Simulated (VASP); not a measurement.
# CaO (P6_3/mmc) in VASP: notebook

CaO is run at these levels: LDA; tasks: single point.

Program: VASP 6.6.1. These are calculated values, not measurements. Logs are shortened: lines on timing, memory, paths and dates and some standing lists are left out, and cuts for length are marked.

## 1. The cell of the first run

It takes space group P6_3/mmc (No. 194, hexagonal). The conventional cell has a = 4.214 Å, b = 4.214 Å, c = 4.294 Å, α = 90.00°, β = 90.00°, γ = 120.00°. Within 2.8 Å of Ca (site symmetry -6m2) lie 5 O at 2.15 to 2.43 Å. Within 2.8 Å of O (site symmetry -6m2) lie 5 Ca at 2.15 to 2.43 Å.

## 2. Single point, LDA

Input file INCAR:

```
ALGO = Normal
EDIFF = 1E-6
ENCUT = 520
GGA = CA
ISIF = 2
ISMEAR = 0
LASPH = True
LCHARG = False
LREAL = False
LWAVE = False
NBANDS = 24
NELM = 80
PREC = Accurate
SIGMA = 0.05
```

Input file KPOINTS:

```
k-points
0
Gamma
  9 9 6
```

Input file POSCAR:

```
CaO
1.0
    4.2141979091      0.0000000000      0.0000000000
   -2.1070989545      3.6496024459      0.0000000000
    0.0000000000      0.0000000000      4.2935188248
Ca O
2 2
Direct
    0.3333333333      0.6666666667      0.7500000000
    0.6666666667      0.3333333333      0.2500000000
    0.3333333333      0.6666666667      0.2500000000
    0.6666666667      0.3333333333      0.7500000000
```

Potentials or basis: VASP PAW LDA potentials, release 64 (Ca_sv, O).

On the command line:

```sh
> cat potpaw_LDA.64/Ca_sv/POTCAR potpaw_LDA.64/O/POTCAR > POTCAR
> mpirun -np 1 vasp_std > vasp.out
```

OUTCAR:

```text
EDIFF = 1E-6
   ENCUT = 520
   GGA = CA
   ISIF = 2
   ISMEAR = 0
   LASPH = True
   LREAL = False
   NELM = 80
   PREC = Accurate

 ion  position               nearest neighbor table
   1  0.333  0.667  0.750-   3 2.15   3 2.15   4 2.43   4 2.43   4 2.43
   2  0.667  0.333  0.250-   4 2.15   4 2.15   3 2.43   3 2.43   3 2.43
   3  0.333  0.667  0.250-   1 2.15   1 2.15   2 2.43   2 2.43   2 2.43
   4  0.667  0.333  0.750-   2 2.15   2 2.15   1 2.43   1 2.43   1 2.43

  LATTYP: Found a hexagonal cell.
 ALAT       =     4.2141979091
 C/A-ratio  =     1.0188223044

  Lattice vectors:

 A1 = (   4.2141979091,   0.0000000000,   0.0000000000)
 A2 = (  -2.1070989545,   3.6496024459,   0.0000000000)
 A3 = (   0.0000000000,   0.0000000000,   4.2935188248)

Analysis of symmetry for initial positions (statically):
=====================================================================
 Subroutine PRICEL returns:
 Original cell was already a primitive cell.

 Routine SETGRP: Setting up the symmetry group for a
 hexagonal supercell.

 Subroutine GETGRP returns: Found 24 space group operations
 (whereof 12 operations were pure point group operations)
 out of a pool of 24 trial point group operations.

The static configuration has the point symmetry D_3d.
 The point group associated with its full space group is D_6h.

Analysis of symmetry for dynamics (positions and initial velocities):
=====================================================================
 Subroutine PRICEL returns:
 Original cell was already a primitive cell.

 Routine SETGRP: Setting up the symmetry group for a
 hexagonal supercell.

 Subroutine GETGRP returns: Found 24 space group operations
 (whereof 12 operations were pure point group operations)
 out of a pool of 24 trial point group operations.

The dynamic configuration has the point symmetry D_3d.
 The point group associated with its full space group is D_6h.

 Subroutine INISYM returns: Found 24 space group operations
 (whereof 12 operations are pure point group operations),
 and found     1 'primitive' translations

----------------------------------------------------------------------------------------

                                     Primitive cell

  volume of cell :      66.0350

  direct lattice vectors                    reciprocal lattice vectors
     4.214197909  0.000000000  0.000000000     0.237293080  0.137001223  0.000000000
    -2.107098955  3.649602446  0.000000000     0.000000000  0.274002447  0.000000000
     0.000000000  0.000000000  4.293518825     0.000000000  0.000000000  0.232909192

  length of vectors
     4.214197909  4.214197909  4.293518825     0.274002447  0.274002447  0.232909192

  position of ions in fractional coordinates (direct lattice)
     0.333333333  0.666666667  0.750000000
     0.666666667  0.333333333  0.250000000
     0.333333333  0.666666667  0.250000000
     0.666666667  0.333333333  0.750000000

  ion indices of the primitive-cell ions
   primitive index   ion index
                 1           1
                 2           2
                 3           3
                 4           4

----------------------------------------------------------------------------------------

 KPOINTS: k-points

Automatic generation of k-mesh.
 Grid dimensions read from file:
 generate k-points for:    9    9    6

 Generating k-lattice:

  Cartesian coordinates                     Fractional coordinates (reciprocal lattice)
     0.026365898  0.015222358  0.000000000     0.111111111 -0.000000000  0.000000000
     0.000000000  0.030444716  0.000000000     0.000000000  0.111111111  0.000000000
     0.000000000  0.000000000  0.038818199     0.000000000  0.000000000  0.166666667

  Length of vectors
     0.030444716  0.030444716  0.038818199

  Shift w.r.t. Gamma in fractional coordinates (k-lattice)
     0.000000000  0.000000000  0.000000000

 Subroutine IBZKPT returns following result:
 ===========================================

 Found     48 irreducible k-points:

 Following reciprocal coordinates:
            Coordinates               Weight
  0.000000  0.000000  0.000000      1.000000
  0.111111 -0.000000  0.000000      6.000000
  0.222222 -0.000000  0.000000      6.000000
  0.333333  0.000000  0.000000      6.000000
  0.444444 -0.000000  0.000000      6.000000
  0.111111  0.111111  0.000000      6.000000
[... 16 lines left out ...]
  0.333333  0.222222  0.166667     24.000000
  0.333333  0.333333  0.166667      4.000000
 [... further k-points ...]
   k-points           NKPTS =     48   k-points in BZ     NKDIM =     48   number of bands    NBANDS=     24
   number of dos      NEDOS =    301   number of ions     NIONS =      4
   total plane-waves  NPLWV =  32768
   dimension x,y,z NGX =    32 NGY =   32 NGZ =   32
   dimension x,y,z NGXF=    64 NGYF=   64 NGZF=   64
   ions per type =               2   2
   NGX,Y,Z   is equivalent  to a cutoff of  12.62, 12.62, 12.39 a.u.
   NGXF,Y,Z  is equivalent  to a cutoff of  25.25, 25.25, 24.78 a.u.
 SYSTEM =  unknown system
   PREC   = accura    normal or accurate (medium, high low for compatibility)
   ISTART =      0    job   : 0-new  1-cont  2-samecut
   ICHARG =      2    charge: 1-file 2-atom 10-const
   ISPIN  =      1    spin polarized calculation?
   LNONCOLLINEAR =      F non collinear calculations
   LSORBIT =      F    spin-orbit coupling
   LASPH  =      T    aspherical Exc in radial PAW
   ENCUT  =  520.0 eV  38.22 Ry    6.18 a.u.   7.84  7.84  7.98*2*pi/ulx,y,z
   NELM   =     80;   NELMIN=  2; NELMDL= -5     # of ELM steps
   EDIFF  = 0.1E-05   stopping-criterion for ELM
   LREAL  =      F    real-space projection
   EDIFFG = 0.1E-04   stopping-criterion for IOM
   NSW    =      0    number of steps for IOM
   IBRION =     -1    ionic relax: 0-MD 1-quasi-New 2-CG
   NFREE  =      0    steps in history (QN), initial steepest desc. (CG)
   ISIF   =      2    stress and relaxation
   ISYM   =      2    0-nonsym 1-usesym 2-fastsym
   POTIM  = 0.5000    time-step for ionic-motion
   TEBEG  =    0.0;   TEEND  =   0.0 temperature during run
   PSTRESS=    0.0 pullay stress
   NELECT =      32.0000    total number of electrons
   NUPDOWN=      -1.0000    fix difference up-down
   EMIN   =  10.00;   EMAX   =-10.00  energy-range for DOS
   EFERMI =   0.00;   METHOD = LEGACY
   ISMEAR =     0;   SIGMA  =   0.05  broadening in eV -4-tet -1-fermi 0-gaus
   EFERMI_NEDOS =   21; number of points for ismear=-14 and -15
   IALGO  =     38    algorithm
   IMIX   =      4    mixing-type and parameters
     AMIX     =   0.40;   BMIX     =  1.00
     AMIX_MAG =   1.60;   BMIX_MAG =  1.00
  volume/ion in A,a.u.               =      16.51       111.41
  Fermi-wavevector in a.u.,A,eV,Ry     =   1.285879  2.429960 22.497037  1.653486
  Thomas-Fermi vector in A             =   2.417987
   LORBIT       =      0    0 simple, 1 ext, 2 COOP (PROOUT), +10 PAW based schemes
   GGA     = CA    functional components
   LHFCALC =     F    Hartree Fock is set to
   AEXX    =    0.0000 exact exchange contribution
   IVDW    =     0    specifies the selected vdW correction
   LEPSILON=     F    determine dielectric tensor
   LRPA    =     F    only Hartree local field effects (RPA)
 non-spin polarized calculation
 Gauss-broadening in eV      SIGMA  =   0.05
  energy-cutoff  :      520.00
  volume of cell :       66.03
 maximum number of plane-waves:      1792
 NGX is ok and might be reduce to    32
   NGX = 15   NGY = 15   NGZ = 15

 number of electron      31.9999995 magnetization

 Free energy of the ion-electron system (eV)
  ---------------------------------------------------
  ext. energy  EPLUGINS =         0.00000000
  ---------------------------------------------------
  free energy    TOTEN  =       -27.38343396 eV

  energy without entropy =      -27.38343396  energy(sigma->0) =      -27.38343396

 E-fermi :   1.6683     XC(G=0):  -9.8669

 val. band max:        1.4486682283   @ k =   0.0000   0.0000   0.0000
 cond. band min:       3.5734131486   @ k =   0.0000   0.0000   0.0000
 fundamental gap:      2.1247449203
 Fermi energy:         1.6682795465

 k-point     1 :       0.0000    0.0000    0.0000
  band No.  band energies     occupation
      1     -35.9203      2.00000
      2     -35.7304      2.00000
      3     -17.6190      2.00000
      4     -17.4246      2.00000
      5     -17.4246      2.00000
      6     -17.0983      2.00000
[... 16 lines left out ...]
     23       9.4736      0.00000
     24       9.4736      0.00000

 k-point     2 :       0.1111   -0.0000    0.0000
  band No.  band energies     occupation
      1     -35.9145      2.00000
      2     -35.7348      2.00000
      3     -17.6024      2.00000
      4     -17.4520      2.00000
      5     -17.4355      2.00000
      6     -17.1421      2.00000
[... 16 lines left out ...]
     23       9.5742      0.00000
     24       9.6282      0.00000

 k-point     3 :       0.2222   -0.0000    0.0000
  band No.  band energies     occupation
      1     -35.8983      2.00000
      2     -35.7473      2.00000
      3     -17.5556      2.00000
      4     -17.5194      2.00000
      5     -17.4616      2.00000
      6     -17.2464      2.00000
[... 16 lines left out ...]
     23       9.7424      0.00000
     24       9.9938      0.00000
[... 514 lines left out ...]
 k-point    23 :       0.3333    0.2222    0.1667
  band No.  band energies     occupation
      1     -35.8359      2.00000
      2     -35.7985      2.00000
      3     -17.8782      2.00000
      4     -17.7879      2.00000
      5     -17.5234      2.00000
      6     -17.2021      2.00000
[... 16 lines left out ...]
     23       9.0366      0.00000
     24       9.7346      0.00000

 k-point    24 :       0.3333    0.3333    0.1667
  band No.  band energies     occupation
      1     -35.8168      2.00000
      2     -35.8168      2.00000
      3     -17.8429      2.00000
      4     -17.8429      2.00000
      5     -17.5416      2.00000
      6     -17.1401      2.00000
[... 16 lines left out ...]
     23       8.9907      0.00000
     24      10.5738      0.00000

 [... further k-points ...]

------------------------ aborting loop because EDIFF is reached ----------------------------------------

  FORCE on cell =-STRESS in cart. coord.  units (eV):
  Direction    XX          YY          ZZ          XY          YZ          ZX
  --------------------------------------------------------------------------------------
  -------------------------------------------------------------------------------------
  Total       -3.2145001     -3.2145001      9.1553907     -0.0000000      0.0000000     -0.0000000
  in kB      -77.9920205    -77.9920205    222.1332675     -0.0000000      0.0000000     -0.0000000
  external PRESSURE =      22.0497422 kB  Pullay stress =       0.0000000 kB

 VOLUME and BASIS-vectors are now :
 -----------------------------------------------------------------------------
  energy-cutoff  :      520.00
  volume of cell :       66.03
      direct lattice vectors                 reciprocal lattice vectors
     4.214197909  0.000000000  0.000000000     0.237293080  0.137001223  0.000000000
    -2.107098955  3.649602446  0.000000000     0.000000000  0.274002447  0.000000000
     0.000000000  0.000000000  4.293518825     0.000000000  0.000000000  0.232909192

 POSITION                                       TOTAL-FORCE (eV/Angst)
 -----------------------------------------------------------------------------------
     -0.00000      2.43307      3.22014        -0.000000     -0.000000      0.000000
      2.10710      1.21653      1.07338         0.000000     -0.000000      0.000000
     -0.00000      2.43307      1.07338         0.000000     -0.000000      0.000000
      2.10710      1.21653      3.22014        -0.000000      0.000000      0.000000
 -----------------------------------------------------------------------------------
    total drift:                               -0.000000      0.000000     -0.000000

  FREE ENERGIE OF THE ION-ELECTRON SYSTEM (eV)
  ---------------------------------------------------
  free  energy   TOTEN  =       -27.3834339611 eV

  energy  without entropy=      -27.3834339611  energy(sigma->0) =      -27.38343396
```

Wall time 77 s (1 thread of AMD EPYC 7R43 (Zen 3), shared host); peak memory 0.16 GiB.

What came out:

```yaml
Free_energy: -27.3834 eV
Pressure: 2.2 GPa
Band_gap_on_the_k_mesh: 2.12 eV
```

Caveat: an odd mesh through Γ misses points on the zone boundary, where band edges can lie.

[end of part 1 of 2]
